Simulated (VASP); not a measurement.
PbSe, 4 atoms in the cell. The structure is tetragonal, space group P4/nmm (No. 129). Conventional cell: a = 5.349 Å, b = 5.349 Å, c = 4.221 Å, α = 90.00°, β = 90.00°, γ = 90.00°. Within 4.3 Å of Pb (site symmetry 4mm) lie 8 Se at 2.99 to 3.93 Å and 6 Pb at 4.08 to 4.22 Å. Se (site symmetry -4m2) has 8 Pb at 2.99 to 3.93 Å and 4 Se at 3.78 Å within 4.0 Å. 

```yaml
Program: VASP 6.6.1
Task: single point
Functional: r2SCAN
Potentials_or_basis: VASP PAW PBE potentials, release 64 (Pb_d, Se)
Cutoff: 520 eV
k_mesh: 6 × 6 × 8
Occupations: gaussian, width 0.05 eV
Spin: no spin polarisation
Dipole_correction: no
Further_INCAR_settings: ALGO = Normal; EDIFF = 1e-06; NBANDS = 28
```

Potentials or basis: VASP PAW PBE potentials, release 64 (Pb_d, Se).

The run is started by

```console
$ cat potpaw_PBE.64/Pb_d/POTCAR potpaw_PBE.64/Se/POTCAR > POTCAR
$ cp INCAR.step1 INCAR
$ mpirun -np 1 vasp_std > vasp.out
$ cp INCAR.step2 INCAR
$ mpirun -np 1 vasp_std > vasp.out
```

Hardware: 1 thread of Intel(R) Xeon(R) 6975P-C (Granite Rapids), with other jobs on the host.

**Question.** How long does it take, and how much memory?

**Answer.** Wall time 2.9 min on 1 thread of Intel(R) Xeon(R) 6975P-C (Granite Rapids), with other jobs on the host, peak memory 0.32 GiB. Counts: k points 50.
